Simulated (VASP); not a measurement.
Set up this calculation in VASP 6.6.1, as the native input.

```
Task                   : single point
Functional             : PBE
Potentials or basis    : VASP PAW PBE potentials, release 64 (Mn_pv)
Cutoff                 : 520 eV
k mesh                 : 16 × 16 × 5
Occupations            : fermi-dirac, width 0.1 eV
Spin                   : no spin polarisation
Dipole correction      : no
Further INCAR settings : ALGO = Normal; EDIFF = 1e-06; NBANDS = 34
```

The structure of Mn lies in POSCAR:

```
Mn
1.0
    2.5805785837      0.0000000000      0.0000000000
   -1.2902892918      2.2348466100      0.0000000000
    0.0000000000      0.0000000000      8.3269089121
Mn
4
Direct
    1.0000000000      1.0000000000      0.0000000000
    1.0000000000      1.0000000000      0.5000000000
    0.3333333333      0.6666666667      0.2500000000
    0.6666666667      0.3333333333      0.7500000000
```

This isn't the form of Mn at room conditions, which is a 58-atom cubic cell.

The input as run:

INCAR

```
SYSTEM = Mn
ALGO = Normal ; EDIFF = 1E-6
ENCUT = 520 ; GGA = PE
ISIF = 2 ; ISMEAR = -1
LASPH = .TRUE. ; LCHARG = .FALSE.
LREAL = .FALSE. ; LWAVE = .FALSE.
NBANDS = 34 ; NELM = 80
PREC = Accurate ; SIGMA = 0.1
```

KPOINTS

```
k-points
0
G
  16 16 5
  0 0 0
```

Potentials or basis: VASP PAW PBE potentials, release 64 (Mn_pv).

The run is started by

```console
$ cat potpaw_PBE.64/Mn_pv/POTCAR > POTCAR
$ mpirun -np 1 vasp_std > vasp.out
```

Results of the run:

```
Pressure               : -24.5 GPa
Band gap on the k mesh : zero (bands 26 and 27 overlap by 1.87 eV)
```

Caveat: the cell stands under tension; the run has no spin polarisation, though such a crystal can be magnetic.

Wall time 70 s on 1 thread of AMD EPYC 9R45 96-Core Processor (Zen 5), with other jobs on the host, peak memory 0.2 GiB.
